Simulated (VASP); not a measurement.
Cd, 2 atoms in the cell. Symmetry: P6_3/mmc, No. 194, hexagonal system. The conventional cell has a = 2.993 Å, b = 2.993 Å, c = 5.855 Å, α = 90.00°, β = 90.00°, γ = 120.00°. Cd (site symmetry -6m2) has 12 Cd at 2.99 to 3.40 Å within 3.9 Å. 

```yaml
Program: VASP 6.6.1
Task: single point
Functional: LDA
Potentials_or_basis: VASP PAW LDA potentials, release 64 (Cd_sv_GW)
Cutoff: 630 eV
k_mesh: 21 × 21 × 9
Occupations: fermi-dirac, width 0.1 eV
Spin: no spin polarisation
Dipole_correction: no
Further_INCAR_settings: ALGO = Normal; EDIFF = 1e-06; NBANDS = 27
```

Potentials or basis: VASP PAW LDA potentials, release 64 (Cd_sv_GW).

Command:

```console
$ cat potpaw_LDA.64/Cd_sv_GW/POTCAR > POTCAR
$ mpirun -np 1 vasp_std > vasp.out
```

Hardware: 1 thread of Intel(R) Xeon(R) Platinum 8488C (Sapphire Rapids), on a shared host.

**Question.** How long does it take, and how much memory?

**Answer.** It took 4.2 min on 1 thread of Intel(R) Xeon(R) Platinum 8488C (Sapphire Rapids), with other jobs on the host, peak memory 0.45 GiB. Counts: scf iterations 11, k points 240.
